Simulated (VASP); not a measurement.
**Ti: single point with PBEsol**

Ti:

```
Ti
1.0
    -1.40627    1.40627    2.20193
     1.40627   -1.40627    2.20193
     1.40627    1.40627   -2.20193
Ti
1
Direct
  0.00000 0.00000 0.00000
```

This cell differs from its parent crystal: volume 17.418 Å^3 an atom, c/a of the conventional cell 1.5658.

```
Program                : VASP 6.6.1
Task                   : single point
Functional             : PBEsol
Potentials or basis    : VASP PAW PBE potentials, release 64 (Ti_sv)
Cutoff                 : 520 eV
k mesh                 : 22 × 22 × 22
Occupations            : gaussian, width 0.15 eV
Spin                   : no spin polarisation
Dipole correction      : no
Further INCAR settings : ALGO = Fast; EDIFF = 1e-07; NBANDS = 12
```

```json
{
  "Pressure": "-4.9 GPa",
  "Band gap on the k mesh": "zero (band 6 reaches 8.69 eV, above the bottom of band 7 at 7.45 eV)"
}
```

Stress tensor (GPa, compression positive):
```
-3.87  0.00  0.00
 0.00 -3.87  0.00
 0.00  0.00 -6.92
```

Levels at points of the mesh, in eV from the Fermi level:
```tsv
k point	band 4	band 5	band 6	band 7	band 8	band 9
(0.00, 0.00, 0.00)	-32.40	-6.05	0.37	1.23	1.23	1.97
(0.50, 0.00, 0.00)	-32.44	-2.55	0.38	0.70	1.22	3.45
(0.50, 0.50, 0.00)	-32.61	-2.52	-1.67	3.50	3.51	3.54
(0.50, 0.50, 0.50)	-32.57	-2.59	-1.55	1.71	3.65	3.85
```

Wall time 110 s on 1 thread of Intel(R) Xeon(R) 6975P-C (Granite Rapids), on a shared host, peak memory 0.28 GiB.

Caveat: the PAW data sets were made with another functional, which shifts forces and pressure a little.
